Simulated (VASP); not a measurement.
**CsPbBr3: single point with PBEsol**

Crystal: CsPbBr3.

```xyz
5
Lattice="5.7419 0.0000 0.0000 0.0000 5.7419 0.0000 0.0000 0.0000 5.7419" Properties=species:S:1:pos:R:3 pbc="T T T"
Cs    0.0000    0.0000    0.0000
Pb    2.8709    2.8709    2.8709
Br    0.0000    2.8709    2.8709
Br    2.8709    0.0000    2.8709
Br    2.8709    2.8709    0.0000
```

```json
{"Program": "VASP 6.6.1", "Task": "single point", "Functional": "PBEsol", "Potentials or basis": "VASP PAW PBE potentials, release 64 (Cs_sv, Pb_d, Br)", "Cutoff": "520 eV", "k mesh": "6 × 6 × 6", "Occupations": "gaussian, width 0.01 eV", "Spin": "no spin polarisation"}
```

```
Pressure               : 1.7 GPa
Band gap on the k mesh : 1.12 eV
```

Levels at points of the mesh, in eV from the valence-band top:
| k point | band 18 | band 19 | band 20 | band 21 | band 22 | band 23 | band 24 | band 25 | band 26 | band 27 |
| --- | --- | --- | --- | --- | --- | --- | --- | --- | --- | --- |
| (0.00, 0.00, 0.00) | -2.68 | -2.68 | -2.53 | -2.53 | -2.53 | 2.51 | 3.52 | 3.52 | 4.29 | 4.29 |
| (0.50, 0.00, 0.00) | -2.84 | -2.84 | -2.67 | -2.67 | -1.69 | 2.33 | 4.05 | 4.62 | 4.68 | 4.91 |
| (0.50, 0.50, 0.00) | -2.94 | -2.94 | -2.71 | -2.13 | -0.83 | 1.77 | 1.77 | 4.68 | 4.75 | 5.20 |
| (0.50, 0.50, 0.50) | -2.70 | -2.12 | -2.12 | -2.12 | 0.00 | 1.12 | 1.12 | 1.12 | 4.01 | 4.74 |

Wall time 3.3 min on 1 thread of Oxide Virtual Turin-like Processor, on a shared host, peak memory 0.35 GiB.

Caveat: the PAW data sets were made with another functional, which shifts forces and pressure a little; spin-orbit coupling is left out, which moves the levels of the heavy elements. A k mesh can miss the band edges.
